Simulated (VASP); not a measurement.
# Ca32HO31 (a cell with a defect) in VASP: single point with PBEsol

Aim: the single point of Ca32HO31 (a cell with a defect) with PBEsol.

All numbers are computed with VASP 6.6.1; they aren't measurements. Logs are shortened: lines on timing, memory, paths and dates and some standing lists are left out, and cuts for length are marked.

**1. The cell of the first run**

The cell holds a defect, 64 atoms: a = 9.535 Å, b = 9.535 Å, c = 9.535 Å, α = 90.00°, β = 90.00°, γ = 90.00°.

**2. Single point, PBEsol**

INCAR

```
ALGO = Normal
EDIFF = 1E-6
ENCUT = 520
GGA = PS
GGA_COMPAT = F
ISIF = 2
ISMEAR = -1
ISYM = -1
LASPH = T
LCHARG = F
LREAL = Auto
LWAVE = F
NBANDS = 292
NELECT = 508.0
NELM = 120
PREC = Accurate
SIGMA = 0.05
```

KPOINTS

```
explicit points
1
Reciprocal
  0.25000000   0.25000000   0.25000000 1
```

POSCAR

```
Ca32HO31
1.0
    9.5352000000      0.0000000000      0.0000000000
    0.0000000000      9.5352000000      0.0000000000
    0.0000000000      0.0000000000      9.5352000000
O H Ca
31 1 32
Direct
    0.2496850000      0.0004380000      0.9994830000
    0.2496220000      0.0003760000      0.4995290000
    0.2496960000      0.5004420000      0.9995860000
    0.7497160000      0.0004400000      0.9994970000
    0.7496330000      0.0004340000      0.4995320000
    0.7496730000      0.5004210000      0.9994880000
    0.7496450000      0.5004240000      0.4994900000
    0.0000520000      0.2509030000      0.9999090000
    0.0000050000      0.2509080000      0.5008680000
    0.9999750000      0.7501470000      0.9996250000
    0.0016900000      0.7483640000      0.4995400000
    0.4992530000      0.2508130000      0.9995260000
    0.4974290000      0.2525860000      0.4995650000
    0.4992070000      0.7500820000      0.9992330000
    0.4992200000      0.7501120000      0.4983020000
    0.0000820000      0.0009040000      0.2499570000
    0.0000960000      0.0005360000      0.7491980000
    0.9999410000      0.5017930000      0.2499140000
    0.0020000000      0.5005480000      0.7473420000
    0.4993680000      0.0004850000      0.2498230000
    0.4993260000      0.0001420000      0.7491300000
    0.4974980000      0.5004870000      0.2517010000
    0.4993980000      0.4992160000      0.7491640000
    0.2509330000      0.2507190000      0.2499600000
    0.2496630000      0.2527660000      0.7473600000
    0.2496170000      0.7482940000      0.2517820000
    0.2483970000      0.7501970000      0.7493080000
    0.7499570000      0.2507720000      0.2500090000
    0.7496250000      0.2507860000      0.7492260000
    0.7495670000      0.7501190000      0.2498720000
    0.7493420000      0.7500790000      0.7491770000
    0.2495050000      0.5003240000      0.4998460000
    0.9992870000      0.0004180000      0.9995690000
    0.9980370000      0.0003840000      0.4994030000
    0.9980630000      0.5002360000      0.9995530000
    0.9901860000      0.5003090000      0.4994690000
    0.4999430000      0.0004350000      0.9995930000
    0.5012510000      0.0004300000      0.4997700000
    0.5011810000      0.5006120000      0.9996070000
    0.5090750000      0.5005290000      0.4996830000
    0.2494730000      0.2488820000      0.9995160000
    0.2495660000      0.2408810000      0.4994850000
    0.2497940000      0.7519760000      0.9995740000
    0.2497460000      0.7599040000      0.4996040000
    0.7496130000      0.2500950000      0.9994990000
    0.7496340000      0.2488930000      0.4994060000
    0.7496780000      0.7507780000      0.9996560000
    0.7497060000      0.7519780000      0.4996720000
    0.2494470000      0.0004350000      0.2479970000
    0.2497680000      0.0003380000      0.7511690000
    0.2495720000      0.5003430000      0.2401540000
    0.2497320000      0.5005090000      0.7591060000
    0.7496410000      0.0004710000      0.2491880000
    0.7496700000      0.0004290000      0.7499670000
    0.7495910000      0.5002560000      0.2480550000
    0.7495830000      0.5006280000      0.7511250000
    0.0007330000      0.2515170000      0.2506140000
    0.9996170000      0.2504090000      0.7495710000
    0.9996290000      0.7503960000      0.2495390000
    0.9995960000      0.7503840000      0.7495650000
    0.4996520000      0.2503800000      0.2495390000
    0.4997010000      0.2503160000      0.7495900000
    0.4996570000      0.7504570000      0.2495010000
    0.4985500000      0.7493700000      0.7485360000
```

Potentials or basis: VASP PAW PBE potentials, release 64 (O, H, Ca_sv).

The run is started by

```sh
$ cat potpaw_PBE.64/O/POTCAR potpaw_PBE.64/H/POTCAR potpaw_PBE.64/Ca_sv/POTCAR > POTCAR
$ mpirun -np 1 vasp_std > vasp.out
```

OUTCAR:

```text
EDIFF = 1E-6
   ENCUT = 520
   GGA = PS
   ISIF = 2
   ISMEAR = -1
   ISYM = -1
   LASPH = T
   LREAL = Auto
   NELECT = 508.0
   NELM = 120
   PREC = Accurate

 ion  position               nearest neighbor table
   1  0.250  0.000  0.999-  50 2.37  41 2.37  43 2.37  49 2.37  37 2.39  33 2.39
   2  0.250  0.000  0.500-  44 2.29  42 2.29  49 2.40  34 2.40  38 2.40  50 2.40
   3  0.250  0.500  1.000-  52 2.29  51 2.29  39 2.40  43 2.40  41 2.40  35 2.40
   4  0.750  0.000  0.999-  54 2.38  33 2.38  45 2.38  47 2.38  53 2.38  37 2.38
   5  0.750  0.000  0.500-  38 2.37  34 2.37  48 2.37  46 2.37  53 2.39  54 2.39
   6  0.750  0.500  0.999-  56 2.37  35 2.37  39 2.37  55 2.37  45 2.39  47 2.39
[... 23 lines left out ...]
  30  0.750  0.750  0.250-  48 2.38  55 2.38  63 2.38  59 2.38  47 2.39  53 2.39
  31  0.749  0.750  0.749-  56 2.38  48 2.38  60 2.39  54 2.39  47 2.39  64 2.39
  32  0.250  0.500  0.500-
  33  0.999  0.000  1.000-   4 2.38  10 2.39  17 2.39  16 2.39   1 2.39   8 2.39
  34  0.998  0.000  0.499-   5 2.37  16 2.38  17 2.38   9 2.39   2 2.40  11 2.40
  35  0.998  0.500  1.000-   6 2.37   8 2.38  10 2.38  18 2.39   3 2.40  19 2.41
  36  0.990  0.500  0.499-   7 2.29  19 2.37  11 2.37   9 2.38  18 2.38
  37  0.500  0.000  1.000-   4 2.38  20 2.39   1 2.39  14 2.39  12 2.39  21 2.39
  38  0.501  0.000  0.500-   5 2.37  21 2.38  20 2.38  15 2.39   2 2.40  13 2.40
  39  0.501  0.501  1.000-   6 2.37  14 2.38  12 2.38  23 2.39   3 2.40  22 2.40
  40  0.509  0.501  0.500-   7 2.29  13 2.37  22 2.37  23 2.38  15 2.38
  41  0.249  0.249  1.000-   1 2.37   8 2.38  12 2.38  24 2.39   3 2.40  25 2.40
  42  0.250  0.241  0.499-   2 2.29  13 2.37  25 2.37  24 2.38   9 2.38
  43  0.250  0.752  1.000-   1 2.37  14 2.38  10 2.38  27 2.39   3 2.40  26 2.41
  44  0.250  0.760  0.500-   2 2.29  26 2.37  11 2.37  15 2.38  27 2.38
  45  0.750  0.250  0.999-   4 2.38  29 2.39   6 2.39  12 2.39   8 2.39  28 2.39
  46  0.750  0.249  0.499-   5 2.37  28 2.38  29 2.38   9 2.39   7 2.40  13 2.41
  47  0.750  0.751  1.000-   4 2.38  30 2.39  10 2.39   6 2.39  14 2.39  31 2.39
  48  0.750  0.752  0.500-   5 2.37  31 2.38  30 2.38  15 2.39   7 2.40  11 2.40
  49  0.249  0.000  0.248-   1 2.37  16 2.38  20 2.38  24 2.39   2 2.40  26 2.40
  50  0.250  0.000  0.751-   1 2.37  21 2.38  17 2.38  27 2.39   2 2.40  25 2.41
  51  0.250  0.500  0.240-   3 2.29  22 2.37  26 2.37  24 2.38  18 2.38
  52  0.250  0.501  0.759-   3 2.29  19 2.36  25 2.36  23 2.38  27 2.38
  53  0.750  0.000  0.249-   4 2.38  20 2.39  28 2.39   5 2.39  30 2.39  16 2.39
  54  0.750  0.000  0.750-   4 2.38  21 2.39  31 2.39  29 2.39  17 2.39   5 2.39
  55  0.750  0.500  0.248-   6 2.37  28 2.38  30 2.38  18 2.39   7 2.40  22 2.40
  56  0.750  0.501  0.751-   6 2.37  31 2.38  29 2.38  23 2.39   7 2.40  19 2.41
  57  0.001  0.252  0.251-  24 2.39   9 2.39  18 2.39  16 2.39   8 2.39  28 2.39
  58  1.000  0.250  0.750-   9 2.37  17 2.38  29 2.38  25 2.38  19 2.39   8 2.39
  59  1.000  0.750  0.250-  18 2.37  10 2.38  26 2.38  11 2.38  30 2.38  16 2.39
  60  1.000  0.750  0.750-  27 2.37  19 2.38  11 2.38  10 2.38  17 2.39  31 2.39
  61  0.500  0.250  0.250-  24 2.37  20 2.38  12 2.38  13 2.38  22 2.38  28 2.39
  62  0.500  0.250  0.750-  23 2.37  29 2.38  12 2.38  13 2.38  25 2.38  21 2.39
  63  0.500  0.750  0.250-  15 2.37  30 2.38  22 2.38  20 2.38  26 2.38  14 2.39
  64  0.499  0.749  0.749-  27 2.39  23 2.39  15 2.39  14 2.39  21 2.39  31 2.39

IMPORTANT INFORMATION: All symmetrisations will be switched off!
NOSYMM: (Re-)initialisation of all symmetry stuff for point group C_1.

----------------------------------------------------------------------------------------

                                     Primitive cell

  volume of cell :     866.9408

  direct lattice vectors                    reciprocal lattice vectors
     9.535200000  0.000000000  0.000000000     0.104874570  0.000000000  0.000000000
     0.000000000  9.535200000  0.000000000     0.000000000  0.104874570  0.000000000
     0.000000000  0.000000000  9.535200000     0.000000000  0.000000000  0.104874570

  length of vectors
     9.535200000  9.535200000  9.535200000     0.104874570  0.104874570  0.104874570

  position of ions in fractional coordinates (direct lattice)
     0.249685000  0.000438000  0.999483000
     0.249622000  0.000376000  0.499529000
     0.249696000  0.500442000  0.999586000
     0.749716000  0.000440000  0.999497000
     0.749633000  0.000434000  0.499532000
     0.749673000  0.500421000  0.999488000
[... 56 lines left out ...]
     0.499657000  0.750457000  0.249501000
     0.498550000  0.749370000  0.748536000

  ion indices of the primitive-cell ions
   primitive index   ion index
                 1           1
                 2           2
                 3           3
                 4           4
                 5           5
                 6           6
[... 56 lines left out ...]
                63          63
                64          64

----------------------------------------------------------------------------------------

 KPOINTS: explicit points

Read explicit list of k-points.

 Found      1 k-points:

 Following reciprocal coordinates:
            Coordinates               Weight
  0.250000  0.250000  0.250000      1.000000
   k-points           NKPTS =      1   k-points in BZ     NKDIM =      1   number of bands    NBANDS=    292
   number of dos      NEDOS =    301   number of ions     NIONS =     64
   total plane-waves  NPLWV = 373248
   dimension x,y,z NGX =    72 NGY =   72 NGZ =   72
   dimension x,y,z NGXF=   144 NGYF=  144 NGZF=  144
   ions per type =              31   1  32
   NGX,Y,Z   is equivalent  to a cutoff of  12.55, 12.55, 12.55 a.u.
   NGXF,Y,Z  is equivalent  to a cutoff of  25.11, 25.11, 25.11 a.u.
 SYSTEM =  unknown system
   PREC   = accura    normal or accurate (medium, high low for compatibility)
   ISTART =      0    job   : 0-new  1-cont  2-samecut
   ICHARG =      2    charge: 1-file 2-atom 10-const
   ISPIN  =      1    spin polarized calculation?
   LNONCOLLINEAR =      F non collinear calculations
   LSORBIT =      F    spin-orbit coupling
   LASPH  =      T    aspherical Exc in radial PAW
   ENCUT  =  520.0 eV  38.22 Ry    6.18 a.u.  17.73 17.73 17.73*2*pi/ulx,y,z
   NELM   =    120;   NELMIN=  2; NELMDL= -5     # of ELM steps
   EDIFF  = 0.1E-05   stopping-criterion for ELM
   LREAL  =      T    real-space projection
   EDIFFG = 0.1E-04   stopping-criterion for IOM
   NSW    =      0    number of steps for IOM
   IBRION =     -1    ionic relax: 0-MD 1-quasi-New 2-CG
   NFREE  =      0    steps in history (QN), initial steepest desc. (CG)
   ISIF   =      2    stress and relaxation
   ISYM   =     -1    0-nonsym 1-usesym 2-fastsym
   POTIM  = 0.5000    time-step for ionic-motion
   TEBEG  =    0.0;   TEEND  =   0.0 temperature during run
   PSTRESS=    0.0 pullay stress
   NELECT =     508.0000    total number of electrons
   NUPDOWN=      -1.0000    fix difference up-down
   EMIN   =  10.00;   EMAX   =-10.00  energy-range for DOS
   EFERMI =   0.00;   METHOD = LEGACY
   ISMEAR =    -1;   SIGMA  =   0.05  broadening in eV -4-tet -1-fermi 0-gaus
   EFERMI_NEDOS =   21; number of points for ismear=-14 and -15
   IALGO  =     38    algorithm
   IMIX   =      4    mixing-type and parameters
     AMIX     =   0.40;   BMIX     =  1.00
     AMIX_MAG =   1.60;   BMIX_MAG =  1.00
  volume/ion in A,a.u.               =      13.55        91.41
  Fermi-wavevector in a.u.,A,eV,Ry     =   1.369934  2.588800 25.534309  1.876719
  Thomas-Fermi vector in A             =   2.495765
   LORBIT       =      0    0 simple, 1 ext, 2 COOP (PROOUT), +10 PAW based schemes
   GGA     = PS    functional components
   LHFCALC =     F    Hartree Fock is set to
   AEXX    =    0.0000 exact exchange contribution
   IVDW    =     0    specifies the selected vdW correction
   LEPSILON=     F    determine dielectric tensor
   LRPA    =     F    only Hartree local field effects (RPA)
 non-spin polarized calculation
  energy-cutoff  :      520.00
  volume of cell :      866.94
 maximum number of plane-waves:     23336
 NGX is ok and might be reduce to    70
   NGX = 35   NGY = 35   NGZ = 35

 number of electron     507.9999770 magnetization

 Free energy of the ion-electron system (eV)
  ---------------------------------------------------
  ext. energy  EPLUGINS =         0.00000000
  ---------------------------------------------------
  free energy    TOTEN  =      -414.82842248 eV

  energy without entropy =     -414.65467556  energy(sigma->0) =     -414.74154902

 E-fermi :   6.2419     XC(G=0): -10.8522

 val. band max:        6.2294343642   @ k =   0.2500   0.2500   0.2500
 cond. band min:       6.3047501495   @ k =   0.2500   0.2500   0.2500
 fundamental gap:      0.0753157854
 Fermi energy:         6.2418720356

 k-point     1 :       0.2500    0.2500    0.2500
  band No.  band energies     occupation
      1     -35.0385      2.00000
      2     -35.0107      2.00000
      3     -35.0098      2.00000
      4     -35.0084      2.00000
      5     -34.9935      2.00000
      6     -34.9930      2.00000
[... 258 lines left out ...]
    265       7.7352      0.00000
    266       7.8034      0.00000
 [bands above 266 left out]

------------------------ aborting loop because EDIFF is reached ----------------------------------------

  FORCE on cell =-STRESS in cart. coord.  units (eV):
  Direction    XX          YY          ZZ          XY          YZ          ZX
  --------------------------------------------------------------------------------------
  -------------------------------------------------------------------------------------
  Total       10.4030607     10.4127312     10.4131703      0.7597820      0.7612273      0.7481518
  in kB       19.2257059     19.2435778     19.2443893      1.4041392      1.4068103      1.3826456
  external PRESSURE =      19.2378910 kB  Pullay stress =       0.0000000 kB

 VOLUME and BASIS-vectors are now :
 -----------------------------------------------------------------------------
  energy-cutoff  :      520.00
  volume of cell :      866.94
      direct lattice vectors                 reciprocal lattice vectors
     9.535200000  0.000000000  0.000000000     0.104874570  0.000000000  0.000000000
     0.000000000  9.535200000  0.000000000     0.000000000  0.104874570  0.000000000
     0.000000000  0.000000000  9.535200000     0.000000000  0.000000000  0.104874570

 POSITION                                       TOTAL-FORCE (eV/Angst)
 -----------------------------------------------------------------------------------
      2.38080      0.00418      9.53027        -0.000940     -0.000561      0.006108
      2.38020      0.00359      4.76311         0.002579      0.000633      0.003537
      2.38090      4.77181      9.53125        -0.002043     -0.001722      0.005264
      7.14869      0.00420      9.53040        -0.002228     -0.000199      0.004708
      7.14790      0.00414      4.76314         0.002185     -0.001089      0.003567
      7.14828      4.77161      9.53032        -0.000027     -0.000193      0.005591
[... 56 lines left out ...]
      4.76433      7.15576      2.37904         0.009607      0.013224     -0.008569
      4.75377      7.14539      7.13744         0.045783      0.044121      0.039269
 -----------------------------------------------------------------------------------
    total drift:                                0.006557     -0.005485      0.008895

  FREE ENERGIE OF THE ION-ELECTRON SYSTEM (eV)
  ---------------------------------------------------
  free  energy   TOTEN  =      -414.8284224846 eV

  energy  without entropy=     -414.6546755647  energy(sigma->0) =     -414.74154902
```

Wall time 8.8 min (1 thread of Intel Xeon 6975P-C (Granite Rapids), shared host); peak memory 0.84 GiB.

What came out:

```yaml
Free_energy: -414.8284 eV
Largest_force: 0.084 eV/Å
```

Forces on the atoms (eV/Å):
```
O   -0.001 -0.001  0.006
O    0.003  0.001  0.004
O   -0.002 -0.002  0.005
O   -0.002  0.000  0.005
O    0.002 -0.001  0.004
O    0.000  0.000  0.006
O   -0.001  0.000  0.005
O    0.006  0.003 -0.004
O    0.042  0.039 -0.049
O    0.001 -0.005 -0.003
O    0.010 -0.008  0.000
O    0.001  0.000  0.002
O   -0.001  0.005 -0.001
O   -0.005 -0.010  0.004
O   -0.041 -0.045  0.046
O    0.005 -0.012  0.006
O   -0.005 -0.006  0.002
O    0.048 -0.053  0.043
O   -0.010 -0.005  0.001
O   -0.004 -0.003  0.005
O   -0.011  0.001 -0.005
O   -0.006 -0.003  0.006
O   -0.048  0.044 -0.043
O   -0.048  0.051  0.041
O   -0.001 -0.007 -0.001
O    0.001 -0.008  0.003
O    0.045 -0.049 -0.049
O   -0.002  0.011  0.003
O    0.003  0.002 -0.001
O    0.004 -0.004  0.003
O    0.002 -0.011 -0.007
H    0.004  0.004 -0.008
Ca  -0.011  0.007  0.004
Ca  -0.005  0.001  0.010
Ca  -0.006  0.015 -0.005
Ca  -0.009  0.009  0.007
Ca   0.016 -0.004 -0.008
Ca   0.004  0.004 -0.016
Ca   0.009 -0.012  0.001
Ca   0.011 -0.006 -0.006
Ca   0.012 -0.007 -0.004
Ca   0.004 -0.007  0.008
Ca  -0.012  0.009  0.005
Ca  -0.008  0.010  0.000
Ca   0.006 -0.012  0.009
Ca  -0.005 -0.009  0.010
Ca  -0.007  0.013 -0.012
Ca  -0.003  0.010 -0.009
Ca   0.013 -0.005 -0.008
Ca  -0.009  0.014  0.002
Ca   0.004  0.005 -0.013
Ca  -0.002 -0.003  0.005
Ca   0.005  0.004 -0.012
Ca  -0.004 -0.006  0.008
Ca  -0.004  0.011 -0.012
Ca   0.010 -0.010  0.005
Ca  -0.044 -0.041 -0.040
Ca  -0.006 -0.006  0.011
Ca  -0.012  0.019 -0.010
Ca  -0.009  0.017  0.011
Ca   0.012 -0.008 -0.010
Ca   0.005 -0.003  0.008
Ca   0.010  0.013 -0.009
Ca   0.046  0.044  0.039
```

Caveat: the cell carries a net charge on a neutralising background, which shifts energy and pressure; the cell is charged against a uniform background, so pressure and absolute levels hang on convention; the PAW data sets were made with another functional, which shifts forces and pressure a little.
